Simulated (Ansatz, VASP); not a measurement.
## Two plane-wave programs on GaN

```xyz
2
Lattice="0.0000 2.2535 2.2535 2.2535 0.0000 2.2535 2.2535 2.2535 0.0000" Properties=species:S:1:pos:R:3 pbc="T T T"
Ga    0.0000    0.0000    0.0000
N     1.1268    1.1268    1.1268
```

Alike in both runs: task single point; functional PBE; k mesh 8 × 8 × 8; no spin polarisation.

|  | VASP | Ansatz |
| --- | --- | --- |
| version | VASP 6.6.1 | Ansatz 0.2.0 |
| potentials or method | VASP PAW PBE potentials, release 64 (Ga_d, N) | plane waves, PAW |
| plane-wave cutoff (eV) | 600 | 420 |
| occupations | gaussian, width 0.01 eV | fixed |
| valence electrons in the cell | 18 | 18 |

|  | VASP | Ansatz | Ansatz less VASP |
| --- | --- | --- | --- |
| gap on the k mesh at the Fermi level (eV) | 1.72 | 1.72 | -0.008 |

Ansatz's warnings: settled levels scf threshold loose.
